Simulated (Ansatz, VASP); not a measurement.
## One calculation of Al3Cu, two programs

```
Al Cu
1.0
     2.69057    0.00000    0.00000
     0.00000    2.85699    0.00000
     0.00000    0.00000    7.59186
Al Cu
3 1
Cartesian
  0.0000 0.0000 3.7959
  1.3453 1.4285 1.6903
  1.3453 1.4285 5.9016
  0.0000 0.0000 0.0000
```

Change from the starting cell: strain -0.0300 x Voigt [1, -1, 0, 0, 0, 0], atoms carried along.

Alike in both runs: task single point; functional r2SCAN; k mesh 18 × 18 × 6; occupations gaussian, width 0.15 eV; no spin polarisation.

|  | VASP | Ansatz |
| --- | --- | --- |
| version | VASP 6.6.1 | Ansatz 0.2.0 |
| potentials or method | VASP PAW PBE potentials, release 64 (Al, Cu), cutoff 520 eV | scalar-relativistic, plane waves, PAW |
| valence electrons in the cell | 20 | 28 |

```csv
,VASP,Ansatz,Ansatz less VASP
gap on the k mesh at the Fermi level (eV),none,none,-
pressure (GPa),0.2,0.4,+0.20
"traceless stress, the component that is largest in VASP (GPa)",4.26,4.27,+0.005
rms of the force components (eV/Å),0.016,0.009,-0.0076
```

VASP's potentials were made for PBE, not for r2SCAN. Atom by atom the forces differ by 0.008 eV/Å (rms over components). A gap of «none» marks a metal or a gap that the smearing closes. VASP's potentials hold 20 valence electrons a cell and Ansatz's 28, so a difference there can come from the potentials and not from the codes.
